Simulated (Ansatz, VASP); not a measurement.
**Two plane-wave programs on CoO**

```
Co O
1.0
     1.62591    0.93872    2.24473
    -1.62591    0.93872    2.24473
     0.00000   -1.87744    2.24473
Co O
1 1
Cartesian
  0.0000 0.0000 0.0000
  0.0000 0.0000 3.3671
```

Change from the starting cell: strain +0.080 along x and y, -0.080 along z, atoms carried along.

Alike in both runs: task single point; functional PBEsol; k mesh 18 × 18 × 18; occupations gaussian, width 0.15 eV; collinear spin.

|  | VASP | Ansatz |
| --- | --- | --- |
| version | VASP 6.6.1 | Ansatz 0.2.0 |
| potentials or method | VASP PAW PBE potentials, release 64 (Co, O), cutoff 520 eV | scalar-relativistic, plane waves, PAW |
| valence electrons in the cell | 15 | 23 |

Ansatz gave:

| Quantity | Value |
| --- | --- |
| gap on the k mesh at the Fermi level (eV) | none |
| pressure (GPa) | -21.3 |
| traceless stress, the component that is largest in VASP (GPa) | 6.29 |
| net moment per atom (μB) | 1.49 |
| size of the moment on the site where the two differ most (μB) | 2.53 |

What did VASP give for the same quantities?

gap on the k mesh at the Fermi level (eV): none; pressure (GPa): -21.7; traceless stress, the component that is largest in VASP (GPa): 6.50; net moment per atom (μB): 1.48; size of the moment on the site where the two differ most (μB): 2.58.

VASP's potentials were made for PBE, not for PBEsol. Site moments also hang on the region over which each program counts them. A gap of «none» marks a metal or a gap that the smearing closes. The functional is the same, so the differences come from potentials, cutoffs and numerics. VASP's potentials hold 15 valence electrons a cell and Ansatz's 23, so a difference there can come from the potentials and not from the codes.
